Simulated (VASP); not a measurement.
The system is SiC (CsCl type).

```xyz
2
Lattice="2.1636 0.0000 0.0000 0.0000 2.1636 0.0000 0.0000 0.0000 2.1636" Properties=species:S:1:pos:R:3 pbc="T T T"
Si    0.0000    0.0000    0.0000
C     1.0818    1.0818    1.0818
```

Base run:

```yaml
Program: VASP 6.6.1
Functional: PBE
Potentials_or_basis: VASP PAW PBE potentials, release 64 (Si, C)
Cutoff: 600 eV
k_mesh: 14 × 14 × 14
Occupations: tetrahedron
Spin: no spin polarisation
```

Its results: band gap on the k mesh zero (bands 4 and 5 overlap by 4.95 eV); pressure 365.6 GPa.

Question: The run is repeated on the same cell with these changes: occupations from tetrahedron to fermi-dirac, width 0.08 eV. What comes out?

Answer: Band gap on the k mesh zero (bands 4 and 5 overlap by 4.95 eV); pressure 366.0 GPa.

Caveats: the cell stands under pressure.
